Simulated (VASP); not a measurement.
Write the native input for VASP 6.6.1 that does the following.

```
Task                   : single point
Functional             : PBE
Potentials or basis    : VASP PAW PBE potentials, release 64 (V_sv)
Cutoff                 : 520 eV
k mesh                 : 16 × 16 × 12
Occupations            : gaussian, width 0.1 eV
Spin                   : no spin polarisation
Dipole correction      : no
Further INCAR settings : ALGO = Fast; EDIFF = 1e-07; NBANDS = 20
```

The structure of V lies in POSCAR:

```
V
1.0
    2.0227750551      2.0227750551      0.0000000000
   -2.0227750551      2.0227750551      0.0000000000
    0.0000000000      0.0000000000      4.0455501102
V
2
Direct
    0.0000000000      0.0000000000      0.0000000000
    0.5000000000      0.5000000000      0.5000000000
```

This cell differs from its parent crystal: equal strain along all axes, cell held: +6.0 %.

The input as run:

INCAR

```
ALGO = Fast
EDIFF = 1E-7
ENCUT = 520
GGA = PE
ISIF = 2
ISMEAR = 0
LASPH = T
LCHARG = F
LREAL = F
LWAVE = F
NBANDS = 20
NELM = 80
PREC = Accurate
SIGMA = 0.1
```

KPOINTS

```
k-points
0
Gamma
  16 16 12
```

Potentials or basis: VASP PAW PBE potentials, release 64 (V_sv).

The run is started by

```bash
$ cat potpaw_PBE.64/V_sv/POTCAR > POTCAR
$ mpirun -np 1 vasp_std > vasp.out
```

Results of the run:

* Pressure: -21.7 GPa
* Band gap on the k mesh: zero (band 13 reaches 10.00 eV, above the bottom of band 14 at 6.77 eV)

Caveat: the cell differs from its parent crystal (equal strain along all axes, cell held: +6.0 %).

It took 61 s on 1 thread of Intel(R) Xeon(R) 6975P-C (Granite Rapids), with other jobs on the host, peak memory 0.27 GiB.
